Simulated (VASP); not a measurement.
# WC in VASP: notebook

Aim: see how the results for WC move with the level of theory and the settings. Levels: SVWN5, LDA+U, BLYP+D3(BJ). Tasks: single point.

All numbers are computed with VASP 6.6.1; they aren't measurements. Logs are shortened: lines on timing, memory, paths and dates and some standing lists are left out, and cuts for length are marked.

## (1) The cell of the first run

Symmetry: P-6m2, No. 187, hexagonal system. Conventional cell: a = 2.867 Å, b = 2.867 Å, c = 2.798 Å, α = 90.00°, β = 90.00°, γ = 120.00°. Within 2.9 Å of W (site symmetry -6m2) lie 6 C at 2.17 Å and 8 W at 2.80 to 2.87 Å. C (site symmetry -6m2) has 6 W at 2.17 Å and 8 C at 2.80 to 2.87 Å within 2.9 Å.

## (2) Single point, SVWN5 (9.96 Å³/atom)

Contents of POSCAR:

```
WC
1.0
    2.8672181576      0.0000000000      0.0000000000
   -1.4336090788      2.4830837627      0.0000000000
    0.0000000000      0.0000000000      2.7982628680
W C
1 1
Direct
    0.0000000000      0.0000000000      0.0000000000
    0.6666666667      0.3333333333      0.5000000000
```

Contents of INCAR.step1:

```
SYSTEM = WC
PREC = Accurate
ENCUT = 1000
EDIFF = 1E-6
ISMEAR = -5
SIGMA = 0.05
LREAL = .False.
LASPH = .True.
NELM = 120
ALGO = Normal
ISIF = 2
LWAVE = .False.
LCHARG = .True.
LMAXMIX = 4
GGA = VW
NBANDS = 16
GGA_COMPAT = .False.
NEDOS = 2001
LORBIT = 11
```

Contents of KPOINTS.step1:

```
regular mesh
0
Gamma
  10 10 9
  0 0 0
```

Contents of INCAR.step2:

```
SYSTEM = WC
PREC = Accurate
ENCUT = 1000
EDIFF = 1E-6
ISMEAR = -5
SIGMA = 0.05
LREAL = .False.
LASPH = .True.
NELM = 120
ALGO = Normal
ISIF = 2
LWAVE = .False.
LCHARG = .False.
LMAXMIX = 4
GGA = VW
LORBIT = 10
NBANDS = 16
NEDOS = 1001
ICHARG = 11
GGA_COMPAT = .False.
```

Contents of KPOINTS.step2:

```
regular mesh
0
Gamma
  15 15 14
  0 0 0
```

Potentials or basis: VASP PAW PBE potentials, release 64 (W_sv, C_h).

Started as:

```bash
cat potpaw_PBE.64/W_sv/POTCAR potpaw_PBE.64/C_h/POTCAR > POTCAR
cp INCAR.step1 INCAR
cp KPOINTS.step1 KPOINTS
mpirun -np 1 vasp_std > vasp.out
cp INCAR.step2 INCAR
cp KPOINTS.step2 KPOINTS
mpirun -np 1 vasp_std > vasp.out
```

OUTCAR:

```text
SYSTEM = WC
   PREC = Accurate
   ENCUT = 1000
   EDIFF = 1E-6
   ISMEAR = -5
   LREAL = .False.
   LASPH = .True.
   NELM = 120
   ISIF = 2
   GGA = VW
   LORBIT = 10
   ICHARG = 11

 ion  position               nearest neighbor table
   1  0.000  0.000  0.000-   2 2.17   2 2.17   2 2.17   2 2.17   2 2.17   2 2.17
   2  0.667  0.333  0.500-   1 2.17   1 2.17   1 2.17   1 2.17   1 2.17   1 2.17

  LATTYP: Found a hexagonal cell.
 ALAT       =     2.8672181576
 C/A-ratio  =     0.9759504559

  Lattice vectors:

 A1 = (   2.8672181576,   0.0000000000,   0.0000000000)
 A2 = (  -1.4336090788,   2.4830837627,   0.0000000000)
 A3 = (   0.0000000000,   0.0000000000,   2.7982628680)

Analysis of symmetry for initial positions (statically):
=====================================================================
 Subroutine PRICEL returns:
 Original cell was already a primitive cell.

 Routine SETGRP: Setting up the symmetry group for a
 hexagonal supercell.

 Subroutine GETGRP returns: Found 12 space group operations
 (whereof 12 operations were pure point group operations)
 out of a pool of 24 trial point group operations.

The static configuration has the point symmetry D_3h.

Analysis of symmetry for dynamics (positions and initial velocities):
=====================================================================
 Subroutine PRICEL returns:
 Original cell was already a primitive cell.

 Routine SETGRP: Setting up the symmetry group for a
 hexagonal supercell.

 Subroutine GETGRP returns: Found 12 space group operations
 (whereof 12 operations were pure point group operations)
 out of a pool of 24 trial point group operations.

The dynamic configuration has the point symmetry D_3h.

 Subroutine INISYM returns: Found 12 space group operations
 (whereof 12 operations are pure point group operations),
 and found     1 'primitive' translations

----------------------------------------------------------------------------------------

                                     Primitive cell

  volume of cell :      19.9224

  direct lattice vectors                    reciprocal lattice vectors
     2.867218158  0.000000000  0.000000000     0.348770113  0.201362518  0.000000000
    -1.433609079  2.483083763  0.000000000     0.000000000  0.402725037  0.000000000
     0.000000000  0.000000000  2.798262868     0.000000000  0.000000000  0.357364568

  length of vectors
     2.867218158  2.867218158  2.798262868     0.402725037  0.402725037  0.357364568

  position of ions in fractional coordinates (direct lattice)
     0.000000000  0.000000000  0.000000000
     0.666666667  0.333333333  0.500000000

  ion indices of the primitive-cell ions
   primitive index   ion index
                 1           1
                 2           2

----------------------------------------------------------------------------------------

 KPOINTS: regular mesh

Automatic generation of k-mesh.
 Grid dimensions read from file:
 generate k-points for:   15   15   14

 Generating k-lattice:

  Cartesian coordinates                     Fractional coordinates (reciprocal lattice)
     0.023251341  0.013424168  0.000000000     0.066666667 -0.000000000  0.000000000
     0.000000000  0.026848336  0.000000000     0.000000000  0.066666667  0.000000000
     0.000000000  0.000000000  0.025526041     0.000000000  0.000000000  0.071428571

  Length of vectors
     0.026848336  0.026848336  0.025526041

  Shift w.r.t. Gamma in fractional coordinates (k-lattice)
     0.000000000  0.000000000  0.000000000

 TETIRR: Found   3206 inequivalent tetrahedra from    18900

 Subroutine IBZKPT returns following result:
 ===========================================

 Found    216 irreducible k-points:

 Following reciprocal coordinates:
            Coordinates               Weight
  0.000000  0.000000  0.000000      1.000000
  0.066667  0.000000  0.000000      6.000000
  0.133333  0.000000  0.000000      6.000000
  0.200000  0.000000  0.000000      6.000000
  0.266667  0.000000  0.000000      6.000000
  0.333333 -0.000000  0.000000      6.000000
[... 16 lines left out ...]
  0.333333  0.200000  0.000000     12.000000
  0.400000  0.200000  0.000000      6.000000
 [... further k-points ...]
   k-points           NKPTS =    216   k-points in BZ     NKDIM =    216   number of bands    NBANDS=     16
   number of dos      NEDOS =   1001   number of ions     NIONS =      2
   total plane-waves  NPLWV =  27000
   dimension x,y,z NGX =    30 NGY =   30 NGZ =   30
   dimension x,y,z NGXF=    60 NGYF=   60 NGZF=   60
   ions per type =               1   1
   NGX,Y,Z   is equivalent  to a cutoff of  17.39, 17.39, 17.82 a.u.
   NGXF,Y,Z  is equivalent  to a cutoff of  34.79, 34.79, 35.65 a.u.
 SYSTEM =  WC
   PREC   = accura    normal or accurate (medium, high low for compatibility)
   ISTART =      0    job   : 0-new  1-cont  2-samecut
   ICHARG =     11    charge: 1-file 2-atom 10-const
   ISPIN  =      1    spin polarized calculation?
   LNONCOLLINEAR =      F non collinear calculations
   LSORBIT =      F    spin-orbit coupling
   LASPH  =      T    aspherical Exc in radial PAW
   ENCUT  = 1000.0 eV  73.50 Ry    8.57 a.u.   7.39  7.39  7.22*2*pi/ulx,y,z
   NELM   =    120;   NELMIN=  2; NELMDL=  0     # of ELM steps
   EDIFF  = 0.1E-05   stopping-criterion for ELM
   LREAL  =      F    real-space projection
   EDIFFG = 0.1E-04   stopping-criterion for IOM
   NSW    =      0    number of steps for IOM
   IBRION =     -1    ionic relax: 0-MD 1-quasi-New 2-CG
   NFREE  =      0    steps in history (QN), initial steepest desc. (CG)
   ISIF   =      2    stress and relaxation
   ISYM   =      2    0-nonsym 1-usesym 2-fastsym
   POTIM  = 0.5000    time-step for ionic-motion
   TEBEG  =    0.0;   TEEND  =   0.0 temperature during run
   PSTRESS=    0.0 pullay stress
   NELECT =      18.0000    total number of electrons
   NUPDOWN=      -1.0000    fix difference up-down
   EMIN   =  10.00;   EMAX   =-10.00  energy-range for DOS
   EFERMI =   0.00;   METHOD = LEGACY
   ISMEAR =    -5;   SIGMA  =   0.05  broadening in eV -4-tet -1-fermi 0-gaus
   EFERMI_NEDOS =   21; number of points for ismear=-14 and -15
   IALGO  =     38    algorithm
   IMIX   =      4    mixing-type and parameters
     AMIX     =   0.40;   BMIX     =  1.00
     AMIX_MAG =   1.60;   BMIX_MAG =  1.00
  volume/ion in A,a.u.               =       9.96        67.22
  Fermi-wavevector in a.u.,A,eV,Ry     =   1.582652  2.990779 34.079705  2.504788
  Thomas-Fermi vector in A             =   2.682543
   LORBIT       =     10    0 simple, 1 ext, 2 COOP (PROOUT), +10 PAW based schemes
   GGA     = VW    functional components
   LHFCALC =     F    Hartree Fock is set to
   AEXX    =    0.0000 exact exchange contribution
   IVDW    =     0    specifies the selected vdW correction
   LEPSILON=     F    determine dielectric tensor
   LRPA    =     F    only Hartree local field effects (RPA)
 non-spin polarized calculation
 Fermi weights with tetrahedron method with Bloechl corrections
  energy-cutoff  :     1000.00
  volume of cell :       19.92
 maximum number of plane-waves:      1466
 NGX is ok and might be reduce to    30

 number of electron      18.0000001 magnetization

 Free energy of the ion-electron system (eV)
  ---------------------------------------------------
  ext. energy  EPLUGINS =         0.00000000
  ---------------------------------------------------
  free energy    TOTEN  =       -24.77098753 eV

  energy without entropy =      -24.77098753  energy(sigma->0) =      -24.77098753

 E-fermi :  11.6401     XC(G=0): -14.2519

 val. band max:       11.7834017862   @ k =   0.0000   0.0000   0.0714
 cond. band min:      11.5894874741   @ k =   0.0667   0.0667   0.3571
 fundamental gap:     -0.1939143121
 Fermi energy:        11.6400746620

 k-point     1 :       0.0000    0.0000    0.0000
  band No.  band energies     occupation
      1     -62.2086      2.00000
      2     -26.1848      2.00000
      3     -26.0673      2.00000
      4     -26.0673      2.00000
      5      -2.9437      2.00000
      6       7.1174      2.00000
[... 8 lines left out ...]
     15      26.5013      0.00000
     16      28.8486      0.00000

 k-point     2 :       0.0667    0.0000    0.0000
  band No.  band energies     occupation
      1     -62.2055      2.00000
      2     -26.1792      2.00000
      3     -26.1108      2.00000
      4     -26.0770      2.00000
      5      -2.8187      2.00000
      6       7.1604      2.00000
[... 8 lines left out ...]
     15      26.2004      0.00000
     16      29.1052      0.00000

 k-point     3 :       0.1333    0.0000    0.0000
  band No.  band energies     occupation
      1     -62.1969      2.00000
      2     -26.2323      2.00000
      3     -26.1633      2.00000
      4     -26.1045      2.00000
      5      -2.4589      2.00000
      6       7.0362      2.00000
[... 8 lines left out ...]
     15      25.7954      0.00000
     16      29.8324      0.00000

 k-point     4 :       0.2000    0.0000    0.0000
  band No.  band energies     occupation
      1     -62.1841      2.00000
      2     -26.4076      2.00000
      3     -26.1447      2.00000
      4     -26.1397      2.00000
      5      -1.9069      2.00000
      6       6.4603      2.00000
[... 8 lines left out ...]
     15      25.7235      0.00000
     16      30.5439      0.00000
[... 324 lines left out ...]
 k-point    22 :       0.2667    0.2000    0.0000
  band No.  band energies     occupation
      1     -62.1416      2.00000
      2     -26.8311      2.00000
      3     -26.4172      2.00000
      4     -26.0609      2.00000
      5       0.3860      2.00000
      6       4.9562      2.00000
[... 8 lines left out ...]
     15      27.6737      0.00000
     16      28.7069      0.00000

 k-point    23 :       0.3333    0.2000    0.0000
  band No.  band energies     occupation
      1     -62.1346      2.00000
      2     -26.8846      2.00000
      3     -26.4766      2.00000
      4     -26.0478      2.00000
      5       0.9018      2.00000
      6       4.7729      2.00000
[... 8 lines left out ...]
     15      27.1098      0.00000
     16      29.3157      0.00000

 k-point    24 :       0.4000    0.2000    0.0000
  band No.  band energies     occupation
      1     -62.1321      2.00000
      2     -26.9026      2.00000
      3     -26.4983      2.00000
      4     -26.0431      2.00000
      5       1.1026      2.00000
      6       4.7145      2.00000
[... 8 lines left out ...]
     15      26.6686      0.00000
     16      29.5162      0.00000

 [... further k-points ...]
[... 5 lines left out ...]
  --------------------------------------------------------------------------------------
  -------------------------------------------------------------------------------------
  Total        1.0814923      1.0814923      1.2040713      0.0000000      0.0000000      0.0000000
  in kB       86.9747883     86.9747883     96.8327253      0.0000000      0.0000000      0.0000000
  external PRESSURE =      90.2607673 kB  Pullay stress =       0.0000000 kB

 VOLUME and BASIS-vectors are now :
 -----------------------------------------------------------------------------
  energy-cutoff  :     1000.00
  volume of cell :       19.92
      direct lattice vectors                 reciprocal lattice vectors
     2.867218158  0.000000000  0.000000000     0.348770113  0.201362518  0.000000000
    -1.433609079  2.483083763  0.000000000     0.000000000  0.402725037  0.000000000
     0.000000000  0.000000000  2.798262868     0.000000000  0.000000000  0.357364568

 POSITION                                       TOTAL-FORCE (eV/Angst)
 -----------------------------------------------------------------------------------
      0.00000      0.00000      0.00000        -0.000000      0.000000      0.000000
      1.43361      0.82769      1.39913         0.000000     -0.000000      0.000000
 -----------------------------------------------------------------------------------
    total drift:                                0.000001     -0.000001      0.000000

  FREE ENERGIE OF THE ION-ELECTRON SYSTEM (eV)
  ---------------------------------------------------
  free  energy   TOTEN  =       -24.7709875271 eV

  energy  without entropy=      -24.7709875271  energy(sigma->0) =      -24.77098753

 total charge

# of ion       s       p       d       tot
------------------------------------------
    1        2.365   6.460   3.514  12.339
    2        0.460   0.957   0.000   1.417
--------------------------------------------------
tot          2.825   7.418   3.514  13.756
```

Wall time 2.8 min (1 thread of Intel Xeon Platinum 8375C at 2.90GHz (Ice Lake), shared host); peak memory 0.3 GiB.

What came out:

* Valence electrons inside the program's atomic spheres: W 12.34; C 1.42

Caveat: the PAW data sets were made with another functional, which shifts forces and pressure a little; spin-orbit coupling is left out, which moves the levels of the heavy elements; tetrahedron occupations give inexact forces and stress in metals.

## (3) Single point, LDA+U, non-collinear spin, zero start, spin-orbit coupling (atoms moved at random)

Contents of INCAR:

```
SYSTEM = WC
PREC = Accurate
ENCUT = 520
EDIFF = 1E-6
ISMEAR = 0
SIGMA = 0.05
LREAL = .FALSE.
LASPH = .TRUE.
NELM = 150
ALGO = Normal
ISIF = 2
LWAVE = .FALSE.
LCHARG = .FALSE.
LNONCOLLINEAR = .TRUE.
MAGMOM = 0 0 0 0 0 0
LORBIT = 11
LSORBIT = .TRUE.
GGA_COMPAT = .FALSE.
LORBMOM = .TRUE.
LMAXMIX = 4
LDAU = .TRUE.
LDAUTYPE = 2
LDAUL = 2 -1
LDAUU = 5.3 0
LDAUJ = 0 0
LDAUPRINT = 1
GGA = CA
NBANDS = 30
```

Contents of KPOINTS:

```
Automatic mesh
0
G
  7 7 7
  0 0 0
```

Contents of POSCAR:

```
WC
1.0
    2.9065000000      0.0000000000      0.0000000000
   -1.4532500000      2.5171028361      0.0000000000
    0.0000000000      0.0000000000      2.8366000000
W C
1 1
Direct
    0.0009900000      0.0027960000      0.0066620000
    0.6642200000      0.3206590000      0.5036970000
```

Potentials or basis: VASP PAW LDA potentials, release 64 (W_sv, C).

Started as:

```bash
cat potpaw_LDA.64/W_sv/POTCAR potpaw_LDA.64/C/POTCAR > POTCAR
mpirun -np 1 vasp_ncl > vasp.out
```

Run time: 3.7 min. Hardware: 1 thread of AMD EPYC 9R45 (Zen 5), shared host; peak memory 0.37 GiB.

The run converged. Its results:

* Free energy: -19.4999 eV
* Pressure: 6.2 GPa
* Largest force: 0.661 eV/Å
* Net moment: 0.00 μB per cell
* Valence electrons inside the program's atomic spheres: W 12.13; C 2.45

Forces in eV/Å, atoms in the order of the input:
```
W    0.209 -0.616 -0.115
C   -0.209  0.616  0.115
```

Stress tensor (GPa, compression positive):
```
 7.50 -0.59 -0.05
-0.59  4.83  0.12
-0.05  0.12  6.30
```

Moments on the atoms (μB; x, y, z):
```
W   0.00 0.00 0.00
C   0.00 0.00 0.00
```

Caveat: the cell differs from its parent crystal (atoms moved at random); the cell stands under pressure; the U is typed as a test and isn't derived for this compound. The state reached can hang on the start; a lower one may exist.

## (4) Single point, BLYP+D3(BJ)

This run uses another cell than the first one, of 10.38 Å³/atom.

Contents of POSCAR:

```
WC
1.0
    2.9065000000      0.0000000000      0.0000000000
   -1.4532500000      2.5171028361      0.0000000000
    0.0000000000      0.0000000000      2.8366000000
W C
1 1
Direct
    0.0000000000      0.0000000000      0.0000000000
    0.6666666667      0.3333333333      0.5000000000
```

Contents of INCAR.step1:

```
SYSTEM = WC
  PREC = Accurate
  ENCUT = 1000
  EDIFF = 1E-6
  ISMEAR = -5
  SIGMA = 0.05
  LREAL = .FALSE.
  LASPH = .TRUE.
  NELM = 120
  ALGO = Normal
  ISIF = 2
  LWAVE = .FALSE.
  LCHARG = .TRUE.
  LMAXMIX = 4
  GGA = B5
  ALDAX = 1.0
  AGGAX = 1.0
  AGGAC = 1.0
  ALDAC = 0.0
  IVDW = 12
  VDW_S6 = 1.0
  VDW_S8 = 2.6996
  VDW_A1 = 0.4298
  VDW_A2 = 4.2359
  NBANDS = 16
  GGA_COMPAT = .FALSE.
  NEDOS = 2001
  LORBIT = 11
```

Contents of KPOINTS.step1:

```
Automatic mesh
0
G
  10 10 9
  0 0 0
```

Contents of INCAR.step2:

```
SYSTEM = WC
  PREC = Accurate
  ENCUT = 1000
  EDIFF = 1E-6
  ISMEAR = -5
  SIGMA = 0.05
  LREAL = .FALSE.
  LASPH = .TRUE.
  NELM = 120
  ALGO = Normal
  ISIF = 2
  LWAVE = .FALSE.
  LCHARG = .FALSE.
  LMAXMIX = 4
  GGA = B5
  ALDAX = 1.0
  AGGAX = 1.0
  AGGAC = 1.0
  ALDAC = 0.0
  IVDW = 12
  VDW_S6 = 1.0
  VDW_S8 = 2.6996
  VDW_A1 = 0.4298
  VDW_A2 = 4.2359
  LORBIT = 11
  NEDOS = 1001
  ICHARG = 11
  GGA_COMPAT = .FALSE.
```

Contents of KPOINTS.step2:

```
Automatic mesh
0
G
  15 15 14
  0 0 0
```

Potentials or basis: VASP PAW PBE potentials, release 64 (W_sv, C_h).

Started as:

```bash
cat potpaw_PBE.64/W_sv/POTCAR potpaw_PBE.64/C_h/POTCAR > POTCAR
cp INCAR.step1 INCAR
cp KPOINTS.step1 KPOINTS
mpirun -np 1 vasp_std > vasp.out
cp INCAR.step2 INCAR
cp KPOINTS.step2 KPOINTS
mpirun -np 1 vasp_std > vasp.out
```

It took 1.7 min on 1 thread of Intel Xeon Platinum 8259CL at 2.50GHz (Skylake/Cascade Lake), shared host; peak memory 0.31 GiB.

Results (log left out):

| Property | Result |
| --- | --- |
| Valence electrons inside the program's atomic spheres | W 12.20; C 1.43 |
| Dispersion energy per atom | -1.075 eV |

Levels at points of the mesh, in eV from the Fermi level:
| k point | band 5 | band 6 | band 7 | band 8 | band 9 | band 10 | band 11 | band 12 | band 13 |
| --- | --- | --- | --- | --- | --- | --- | --- | --- | --- |
| (0.00, 0.00, 0.00) | -14.25 | -4.23 | -3.32 | -3.32 | 0.11 | 3.19 | 3.19 | 5.55 | 5.55 |
| (0.00, 0.00, 0.50) | -10.28 | -8.44 | -2.03 | -2.03 | -0.59 | -0.59 | 3.57 | 4.54 | 4.54 |

Caveat: the dispersion term is far too large for a dense solid, which distorts pressure and volume; the PAW data sets were made with another functional, which shifts forces and pressure a little; spin-orbit coupling is left out, which moves the levels of the heavy elements; tetrahedron occupations give inexact forces and stress in metals.
